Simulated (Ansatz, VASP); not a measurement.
RbCl in VASP and in Ansatz

```
CELL_PARAMETERS angstrom
0.00000 3.27400 3.29037
3.27400 0.00000 3.29037
3.27400 3.27400 0.00000
ATOMIC_POSITIONS crystal
Rb 0.00000 0.00000 0.00000
Cl 0.50000 0.50000 0.50000
```

Change from the starting cell: z stretched by +0.5 %, x and y held.

Alike in both runs: task single point; functional PBEsol; k mesh 6 × 6 × 6; no spin polarisation.

|  | VASP | Ansatz |
| --- | --- | --- |
| version | VASP 6.6.1 | Ansatz 0.2.0 |
| potentials or method | VASP PAW PBE potentials, release 64 (Rb_sv, Cl), cutoff 500 eV | all-electron LAPW, scalar-relativistic |
| occupations | gaussian, width 0.01 eV | fixed |

```csv
,VASP,Ansatz,Ansatz less VASP
gap on the k mesh at the Fermi level (eV),4.87,4.87,+0.004
pressure (GPa),-0.1,-0.1,-0.01
"traceless stress, the component that is largest in VASP (GPa)",-0.11,-0.11,+0.002
```

VASP's potentials were made for PBE, not for PBEsol. Ansatz ran all-electron here, and VASP with PAW potentials.
